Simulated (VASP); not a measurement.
# SiNi3 (Pm-3m) in VASP: a series of runs

Aim: see how the results for SiNi3 move with the level of theory and the settings. Levels: PBE, PBEsol. Tasks: relaxation of cell and atoms, single point.

All numbers are computed with VASP 6.6.1; they aren't measurements. Logs are shortened: lines on timing, memory, paths and dates and some standing lists are left out, and cuts for length are marked.

**1. The cell of the first run**

The structure is cubic, space group Pm-3m (No. 221). The conventional cell has a = 3.484 Å, b = 3.484 Å, c = 3.484 Å, α = 90.00°, β = 90.00°, γ = 90.00°. Si (site symmetry m-3m) has 12 Ni at 2.46 Å within 3.3 Å. Ni (site symmetry 4/mmm) has 4 Si at 2.46 Å and 8 Ni at 2.46 Å within 3.3 Å.

**2. Relaxation of cell and atoms, PBE, target pressure 2 GPa, at which the enthalpy is minimised**

INCAR

```
PREC = Accurate
ENCUT = 600
EDIFF = 1E-6
ISMEAR = 0
SIGMA = 0.1
LREAL = False
LASPH = True
NELM = 80
ALGO = Fast
ISIF = 3
LWAVE = False
LCHARG = False
GGA = PE
IBRION = 2
NSW = 70
EDIFFG = -0.008
PSTRESS = 20.0
```

KPOINTS

```
regular mesh
0
Gamma
  12 12 12
```

POSCAR

```
SiNi3
1.0
    3.4839748393      0.0000000000      0.0000000000
    0.0000000000      3.4839748393      0.0000000000
    0.0000000000      0.0000000000      3.4839748393
Si Ni
1 3
Direct
    0.0000000000      0.0000000000      0.0000000000
    0.0000000000      0.5000000000      0.5000000000
    0.5000000000      0.0000000000      0.5000000000
    0.5000000000      0.5000000000      0.0000000000
```

Potentials or basis: VASP PAW PBE potentials, release 64 (Si, Ni).

The run is started by

```bash
$ cat potpaw_PBE.64/Si/POTCAR potpaw_PBE.64/Ni/POTCAR > POTCAR
$ mpirun -np 1 vasp_std > vasp.out
```

OUTCAR:

```text
PREC = Accurate
   ENCUT = 600
   EDIFF = 1E-6
   ISMEAR = 0
   LREAL = False
   LASPH = True
   NELM = 80
   ISIF = 3
   GGA = PE
   IBRION = 2
   NSW = 70
   EDIFFG = -0.008
   PSTRESS = 20.0

 ion  position               nearest neighbor table
   1  0.000  0.000  0.000-   2 2.46   3 2.46   4 2.46   2 2.46   3 2.46   2 2.46   4 2.46   2 2.46
                             3 2.46   4 2.46   3 2.46   4 2.46
   2  0.000  0.500  0.500-   1 2.46   3 2.46   4 2.46   1 2.46   4 2.46   1 2.46   3 2.46   1 2.46
                             3 2.46   4 2.46   4 2.46   3 2.46
   3  0.500  0.000  0.500-   1 2.46   2 2.46   4 2.46   1 2.46   4 2.46   2 2.46   4 2.46   4 2.46
                             1 2.46   2 2.46   1 2.46   2 2.46
   4  0.500  0.500  0.000-   1 2.46   2 2.46   3 2.46   2 2.46   3 2.46   1 2.46   3 2.46   3 2.46
                             1 2.46   2 2.46   2 2.46   1 2.46

  LATTYP: Found a simple cubic cell.
 ALAT       =     3.4839748393

  Lattice vectors:

 A1 = (   3.4839748393,   0.0000000000,   0.0000000000)
 A2 = (   0.0000000000,   3.4839748393,   0.0000000000)
 A3 = (   0.0000000000,   0.0000000000,   3.4839748393)

Analysis of symmetry for initial positions (statically):
=====================================================================
 Subroutine PRICEL returns:
 Original cell was already a primitive cell.

 Routine SETGRP: Setting up the symmetry group for a
 simple cubic supercell.

 Subroutine GETGRP returns: Found 48 space group operations
 (whereof 48 operations were pure point group operations)
 out of a pool of 48 trial point group operations.

The static configuration has the point symmetry O_h .

Analysis of symmetry for dynamics (positions and initial velocities):
=====================================================================
 Subroutine PRICEL returns:
 Original cell was already a primitive cell.

 Routine SETGRP: Setting up the symmetry group for a
 simple cubic supercell.

 Subroutine GETGRP returns: Found 48 space group operations
 (whereof 48 operations were pure point group operations)
 out of a pool of 48 trial point group operations.

The dynamic configuration has the point symmetry O_h .

 Subroutine INISYM returns: Found 48 space group operations
 (whereof 48 operations are pure point group operations),
 and found     1 'primitive' translations

----------------------------------------------------------------------------------------

                                     Primitive cell

  volume of cell :      42.2888

  direct lattice vectors                    reciprocal lattice vectors
     3.483974839  0.000000000  0.000000000     0.287028479  0.000000000  0.000000000
     0.000000000  3.483974839  0.000000000     0.000000000  0.287028479  0.000000000
     0.000000000  0.000000000  3.483974839     0.000000000  0.000000000  0.287028479

  length of vectors
     3.483974839  3.483974839  3.483974839     0.287028479  0.287028479  0.287028479

  position of ions in fractional coordinates (direct lattice)
     0.000000000  0.000000000  0.000000000
     0.000000000  0.500000000  0.500000000
     0.500000000  0.000000000  0.500000000
     0.500000000  0.500000000  0.000000000

  ion indices of the primitive-cell ions
   primitive index   ion index
                 1           1
                 2           2
                 3           3
                 4           4

----------------------------------------------------------------------------------------

 KPOINTS: regular mesh

Automatic generation of k-mesh.
 Grid dimensions read from file:
 generate k-points for:   12   12   12

 Generating k-lattice:

  Cartesian coordinates                     Fractional coordinates (reciprocal lattice)
     0.023919040  0.000000000  0.000000000     0.083333333  0.000000000  0.000000000
     0.000000000  0.023919040  0.000000000     0.000000000  0.083333333  0.000000000
     0.000000000  0.000000000  0.023919040     0.000000000  0.000000000  0.083333333

  Length of vectors
     0.023919040  0.023919040  0.023919040

  Shift w.r.t. Gamma in fractional coordinates (k-lattice)
     0.000000000  0.000000000  0.000000000

 Subroutine IBZKPT returns following result:
 ===========================================

 Found     84 irreducible k-points:

 Following reciprocal coordinates:
            Coordinates               Weight
  0.000000  0.000000  0.000000      1.000000
  0.083333  0.000000  0.000000      6.000000
  0.166667  0.000000  0.000000      6.000000
  0.250000  0.000000  0.000000      6.000000
  0.333333  0.000000  0.000000      6.000000
  0.416667  0.000000  0.000000      6.000000
[... 16 lines left out ...]
  0.333333  0.333333  0.000000     12.000000
  0.416667  0.333333  0.000000     24.000000
 [... further k-points ...]
   k-points           NKPTS =     84   k-points in BZ     NKDIM =     84   number of bands    NBANDS=     21
   number of dos      NEDOS =    301   number of ions     NIONS =      4
   total plane-waves  NPLWV =  21952
   dimension x,y,z NGX =    28 NGY =   28 NGZ =   28
   dimension x,y,z NGXF=    56 NGYF=   56 NGZF=   56
   ions per type =               1   3
   NGX,Y,Z   is equivalent  to a cutoff of  13.36, 13.36, 13.36 a.u.
   NGXF,Y,Z  is equivalent  to a cutoff of  26.72, 26.72, 26.72 a.u.
 SYSTEM =  unknown system
   PREC   = accura    normal or accurate (medium, high low for compatibility)
   ISTART =      0    job   : 0-new  1-cont  2-samecut
   ICHARG =      2    charge: 1-file 2-atom 10-const
   ISPIN  =      1    spin polarized calculation?
   LNONCOLLINEAR =      F non collinear calculations
   LSORBIT =      F    spin-orbit coupling
   LASPH  =      T    aspherical Exc in radial PAW
   ENCUT  =  600.0 eV  44.10 Ry    6.64 a.u.   6.96  6.96  6.96*2*pi/ulx,y,z
   NELM   =     80;   NELMIN=  2; NELMDL= -5     # of ELM steps
   EDIFF  = 0.1E-05   stopping-criterion for ELM
   LREAL  =      F    real-space projection
   EDIFFG = -.8E-02   stopping-criterion for IOM
   NSW    =     70    number of steps for IOM
   IBRION =      2    ionic relax: 0-MD 1-quasi-New 2-CG
   NFREE  =      1    steps in history (QN), initial steepest desc. (CG)
   ISIF   =      3    stress and relaxation
   ISYM   =      2    0-nonsym 1-usesym 2-fastsym
   POTIM  = 0.5000    time-step for ionic-motion
   TEBEG  =    0.0;   TEEND  =   0.0 temperature during run
   PSTRESS=   20.0 pullay stress
   NELECT =      34.0000    total number of electrons
   NUPDOWN=      -1.0000    fix difference up-down
   EMIN   =  10.00;   EMAX   =-10.00  energy-range for DOS
   EFERMI =   0.00;   METHOD = LEGACY
   ISMEAR =     0;   SIGMA  =   0.10  broadening in eV -4-tet -1-fermi 0-gaus
   EFERMI_NEDOS =   21; number of points for ismear=-14 and -15
   IALGO  =     68    algorithm
   IMIX   =      4    mixing-type and parameters
     AMIX     =   0.40;   BMIX     =  1.00
     AMIX_MAG =   1.60;   BMIX_MAG =  1.00
  volume/ion in A,a.u.               =      10.57        71.34
  Fermi-wavevector in a.u.,A,eV,Ry     =   1.522274  2.876680 31.529022  2.317318
  Thomas-Fermi vector in A             =   2.630875
   LORBIT       =      0    0 simple, 1 ext, 2 COOP (PROOUT), +10 PAW based schemes
   GGA     = PE    functional components
   LHFCALC =     F    Hartree Fock is set to
   AEXX    =    0.0000 exact exchange contribution
   IVDW    =     0    specifies the selected vdW correction
   LEPSILON=     F    determine dielectric tensor
   LRPA    =     F    only Hartree local field effects (RPA)
 conjugate gradient relaxation of ions
 non-spin polarized calculation
 RMM-DIIS sequential band-by-band and
 Gauss-broadening in eV      SIGMA  =   0.10
  energy-cutoff  :      600.00
  volume of cell :       42.29
 maximum number of plane-waves:      1434
 NGX is ok and might be reduce to    28
   NGX = 13   NGY = 13   NGZ = 13

--------------------------------------- Ionic step        1  -------------------------------------------

 number of electron      33.9999974 magnetization

 Free energy of the ion-electron system (eV)
  ---------------------------------------------------
  ext. energy  EPLUGINS =         0.00000000
  ---------------------------------------------------
  free energy    TOTEN  =       -23.67445567 eV

  energy without entropy =      -23.66424094  energy(sigma->0) =      -23.66934830

------------------------ aborting loop because EDIFF is reached ----------------------------------------

  FORCE on cell =-STRESS in cart. coord.  units (eV):
  Direction    XX          YY          ZZ          XY          YZ          ZX
  --------------------------------------------------------------------------------------
  -------------------------------------------------------------------------------------
  Total        1.0551107      1.0551107      1.0551107      0.0000000      0.0000000     -0.0000000
  in kB       39.9745503     39.9745503     39.9745503      0.0000000      0.0000000     -0.0000000
  external PRESSURE =      19.9745503 kB  Pullay stress =      20.0000000 kB
[... 105 lines left out ...]
  enthalpy is  TOTEN    =       -23.1493164502 eV   P V=        0.5330956915

--------------------------------------- Ionic step        4  -------------------------------------------

 number of electron      33.9999976 magnetization

 Free energy of the ion-electron system (eV)
  ---------------------------------------------------
  ext. energy  EPLUGINS =         0.00000000
  ---------------------------------------------------
  free energy    TOTEN  =       -23.68208787 eV

  energy without entropy =      -23.67180827  energy(sigma->0) =      -23.67694807

 E-fermi :  10.8032     XC(G=0): -13.1518

 val. band max:       10.7945172995   @ k =   0.0833   0.0833   0.0000
 cond. band min:      10.8247401088   @ k =   0.4167   0.4167   0.3333
 fundamental gap:      0.0302228092
 Fermi energy:        10.8031878214

 k-point     1 :       0.0000    0.0000    0.0000
  band No.  band energies     occupation
      1      -1.2017      2.00000
      2       5.8717      2.00000
      3       6.6952      2.00000
      4       6.6952      2.00000
      5       7.2211      2.00000
      6       7.2211      2.00000
[... 550 lines left out ...]
      5       7.2335      2.00000
      6       7.8666      2.00000
[... 13 lines left out ...]
     20      15.2665      0.00000
     21      16.9114      0.00000

 [... further k-points ...]
[... 5 lines left out ...]
  --------------------------------------------------------------------------------------
  -------------------------------------------------------------------------------------
  Total        0.5449899      0.5449899      0.5449899     -0.0000000      0.0000000     -0.0000000
  in kB       20.4585375     20.4585375     20.4585375     -0.0000000      0.0000000     -0.0000000
  external PRESSURE =       0.4585375 kB  Pullay stress =      20.0000000 kB
[... 19 lines left out ...]
  FREE ENERGIE OF THE ION-ELECTRON SYSTEM (eV)
  ---------------------------------------------------
  free  energy   TOTEN  =       -23.6820878739 eV

  energy  without entropy=      -23.6718082662  energy(sigma->0) =      -23.67694807

  enthalpy is  TOTEN    =       -23.1493128150 eV   P V=        0.5327750589

 reached required accuracy - stopping structural energy minimisation
```

Run time: 2.8 min. Hardware: 1 thread of Intel Xeon 6975P-C, shared host; peak memory 0.22 GiB.

Results:

```yaml
Free_energy: -23.6821 eV
Relaxed_volume: 10.67 Å³/atom
Relaxed_cell: a = 3.495 Å, b = 3.495 Å, c = 3.495 Å, α = 90.00°, β = 90.00°, γ = 90.00°
Space_group_after_relaxing_to_0.05_Å: Pm-3m (No. 221)
Energy_change_on_relaxing_the_enthalpy_is_what_falls: -1.9 meV/atom
Ionic_steps: 4
Pressure_after_relaxing: 2.0 GPa
Band_gap_on_the_k_mesh: zero (band 17 reaches 10.84 eV, above the bottom of band 18 at 10.59 eV)
```

The path:
```tsv
step	energy change (eV)	largest force (eV/Å)	pressure (GPa)	volume (Å³)
1	0.0000	0.0000	4.00	42.29
2	-0.0103	0.0000	0.00	43.10
3	-0.0080	0.0000	1.87	42.71
4	-0.0076	0.0000	2.05	42.68
```

Final structure:
```
Si Ni
1.0
     3.49469    0.00000    0.00000
     0.00000    3.49469    0.00000
     0.00000    0.00000    3.49469
Si Ni
1 3
Direct
  0.00000 0.00000 0.00000
  0.00000 0.50000 0.50000
  0.50000 0.00000 0.50000
  0.50000 0.50000 0.00000
```

Levels at points of the mesh, in eV from the Fermi level:
```csv
k point,band 13,band 14,band 15,band 16,band 17,band 18,band 19,band 20,band 21
"(0.00, 0.00, 0.00)",-0.90,-0.63,-0.63,-0.30,0.03,0.03,0.03,4.92,6.37
"(0.50, 0.00, 0.00)",-1.33,-1.31,-1.16,-0.56,0.03,3.64,3.64,5.27,5.29
"(0.50, 0.50, 0.00)",-1.45,-1.44,-1.12,-1.03,-0.96,0.66,0.66,5.65,6.38
"(0.50, 0.50, 0.50)",-1.46,-1.26,-1.26,-0.41,-0.21,-0.21,-0.21,1.24,4.06
```

Caveat: the cell is relaxed towards a set pressure, so the enthalpy falls and the energy may rise. Spin polarisation is off, so any magnetic state and its effect on volume and gap are missing.

**3. Relaxation of cell and atoms, PBE, target pressure -2 GPa, at which the enthalpy is minimised**

This run uses another cell than the first one, of 10.99 Å³/atom, 1.039 times its volume.

INCAR

```
PREC = Accurate ; ENCUT = 600
EDIFF = 1E-6 ; ISMEAR = 0
SIGMA = 0.1 ; LREAL = F
LASPH = T ; NELM = 100
ALGO = Normal ; ISIF = 3
LWAVE = F ; LCHARG = F
GGA = PE ; IBRION = 2
NSW = 70 ; EDIFFG = -0.008
PSTRESS = -20.0
```

KPOINTS

```
Automatic mesh
0
Gamma
  12 12 12
```

POSCAR

```
SiNi3
1.0
    3.5289286820      0.0000000000      0.0000000000
    0.0000000000      3.5289286820      0.0000000000
    0.0000000000      0.0000000000      3.5289286820
Si Ni
1 3
Direct
    0.0000000000      0.0000000000      0.0000000000
    0.0000000000      0.5000000000      0.5000000000
    0.5000000000      0.0000000000      0.5000000000
    0.5000000000      0.5000000000      0.0000000000
```

Potentials or basis: VASP PAW PBE potentials, release 64 (Si, Ni).

The run is started by

```bash
$ cat potpaw_PBE.64/Si/POTCAR potpaw_PBE.64/Ni/POTCAR > POTCAR
$ mpirun -np 1 vasp_std > vasp.out
```

Wall time 2 min (1 thread of Intel Xeon 6975P-C, shared host); peak memory 0.22 GiB.

It converged, with:

```
Free energy                                            : -23.6829 eV
Relaxed volume                                         : 10.88 Å³/atom
Relaxed cell                                           : a = 3.517 Å, b = 3.517 Å, c = 3.517 Å, α = 90.00°, β = 90.00°, γ = 90.00°
Space group after relaxing (to 0.05 Å)                 : Pm-3m (No. 221)
Energy change on relaxing (the enthalpy is what falls) : -2.0 meV/atom
Ionic steps                                            : 3
Pressure after relaxing                                : -2.0 GPa
Band gap on the k mesh                                 : zero (band 17 reaches 10.54 eV, above the bottom of band 18 at 10.31 eV)
```

The path:
```csv
step,energy change (eV),largest force (eV/Å),pressure (GPa),volume (Å³)
1,0.0000,0.0000,-4.01,43.95
2,-0.0108,0.0000,0.06,43.08
3,-0.0081,0.0000,-2.00,43.52
```

Final structure:
```
Si Ni
1.0
     3.51735    0.00000    0.00000
     0.00000    3.51735    0.00000
     0.00000    0.00000    3.51735
Si Ni
1 3
Cartesian
  0.0000 0.0000 0.0000
  0.0000 1.7587 1.7587
  1.7587 0.0000 1.7587
  1.7587 1.7587 0.0000
```

Levels at points of the mesh, in eV from the Fermi level:
```csv
k point,band 13,band 14,band 15,band 16,band 17,band 18,band 19,band 20,band 21
"(0.00, 0.00, 0.00)",-0.87,-0.61,-0.61,-0.29,0.03,0.03,0.03,4.73,6.28
"(0.50, 0.00, 0.00)",-1.29,-1.27,-1.13,-0.55,0.03,3.56,3.56,5.13,5.25
"(0.50, 0.50, 0.00)",-1.41,-1.40,-1.09,-1.00,-0.93,0.64,0.64,5.53,6.29
"(0.50, 0.50, 0.50)",-1.42,-1.22,-1.22,-0.37,-0.20,-0.20,-0.20,1.16,3.98
```

Caveat: the cell is relaxed towards a set pressure, so the enthalpy falls and the energy may rise. Spin polarisation is off, so any magnetic state and its effect on volume and gap are missing.

**4. Single point, PBE**

This run uses another cell than the first one, of 10.78 Å³/atom, 1.019 times its volume.

INCAR

```
SYSTEM = SiNi3
ALGO     = Normal         ! electronic algorithm
EDIFF    = 1E-6           ! SCF threshold, eV
ENCUT    = 600            ! plane-wave cutoff, eV
GGA      = PE             ! functional
GGA_COMPAT= .FALSE.      
ISIF     = 2              ! what is computed and relaxed
ISMEAR   = 0              ! smearing method
LASPH    = .TRUE.         ! aspherical terms in the spheres
LCHARG   = .FALSE.        ! write CHGCAR
LREAL    = .FALSE.        ! projectors in reciprocal space
LWAVE    = .FALSE.        ! write WAVECAR
NBANDS   = 25             ! bands
NELM     = 120            ! most SCF steps
PREC     = Accurate       ! precision mode
SIGMA    = 0.15           ! smearing width, eV
```

KPOINTS

```
k-points
0
G
  16 16 16
  0 0 0
```

POSCAR

```
SiNi3
1.0
    3.5062596291      0.0000000000      0.0000000000
    0.0000000000      3.5062596291      0.0000000000
    0.0000000000      0.0000000000      3.5062596291
Si Ni
1 3
Direct
    0.0000000000      0.0000000000      0.0000000000
    0.0000000000      0.5000000000      0.5000000000
    0.5000000000      0.0000000000      0.5000000000
    0.5000000000      0.5000000000      0.0000000000
```

The run is started by

```bash
$ cat potpaw_PBE.64/Si/POTCAR potpaw_PBE.64/Ni/POTCAR > POTCAR
$ mpirun -np 1 vasp_std > vasp.out
```

Wall time 3.6 min (1 thread of Intel Xeon 8259CL, shared host); peak memory 0.29 GiB.

The run converged. Its results:

```yaml
Free_energy: -23.6912 eV
Pressure: 0.0 GPa
Band_gap_on_the_k_mesh: zero (band 17 reaches 10.68 eV, above the bottom of band 18 at 10.45 eV)
```

Levels at points of the mesh, in eV from the Fermi level:
```tsv
k point	band 15	band 16	band 17	band 18	band 19	band 20
(0.00, 0.00, 0.00)	-0.64	-0.31	0.01	0.01	0.01	4.81
(0.50, 0.00, 0.00)	-1.16	-0.57	0.02	3.58	3.58	5.19
(0.50, 0.50, 0.00)	-1.12	-1.03	-0.96	0.63	0.63	5.57
(0.50, 0.50, 0.50)	-1.26	-0.41	-0.22	-0.22	-0.22	1.19
```

[end of part 1 of 2]
